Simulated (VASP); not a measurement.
A run of VASP 6.6.1:

File INCAR:

```
PREC = Accurate
ENCUT = 520
EDIFF = 1E-6
ISMEAR = 0
SIGMA = 0.05
LREAL = Auto
LASPH = T
NELM = 80
ALGO = Normal
ISIF = 2
LWAVE = F
LCHARG = F
GGA = PE
NBANDS = 48
```

File KPOINTS:

```
regular mesh
0
Gamma
  2 2 2
```

POSCAR

```
Si
1.0
    0.0000000000      5.4300000000      5.4300000000
    5.4300000000      0.0000000000      5.4300000000
    5.4300000000      5.4300000000      0.0000000000
Si
17
Direct
    0.0431456722     -0.0141208103     -0.0141675875
    0.1281691529      0.1288825967      0.1288452118
   -0.0084791897      0.0082990792      0.5004611418
    0.1282153775      0.1288921731      0.6147897790
   -0.0084925414      0.5004978821      0.0082739411
    0.1281983425      0.6148386740      0.1288581952
   -0.0084477901      0.5005030387      0.5004695212
    0.0968555249      0.6346651013      0.6346393186
    0.5061313996      0.0083396869      0.0083109576
    0.6695919890      0.1104183241      0.1103798343
    0.5061765193      0.0083367403      0.4779958564
    0.6199252302      0.1413563536      0.6197655617
    0.5061593002      0.4780307551      0.0083145488
    0.6199122468      0.6197941989      0.1413382136
    0.4704137201      0.5101529466      0.5101371087
    0.6199567219      0.6197841621      0.6197596685
    0.4480872928      0.8509169429      0.8508871087
```

Potentials or basis: VASP PAW PBE potentials, release 64 (Si).

The run is started by

```sh
$ cat potpaw_PBE.64/Si/POTCAR > POTCAR
$ mpirun -np 1 vasp_std > vasp.out
```

Hardware: 1 thread of AMD EPYC 7R43 64-Core Processor (Zen 3) (shared host).

**Question.** How long does it take, and how much memory?

**Answer.** It took 4.2 min on 1 thread of AMD EPYC 7R43 64-Core Processor (Zen 3), with other jobs on the host, peak memory 0.42 GiB. Counts: scf iterations 14, k points 8.
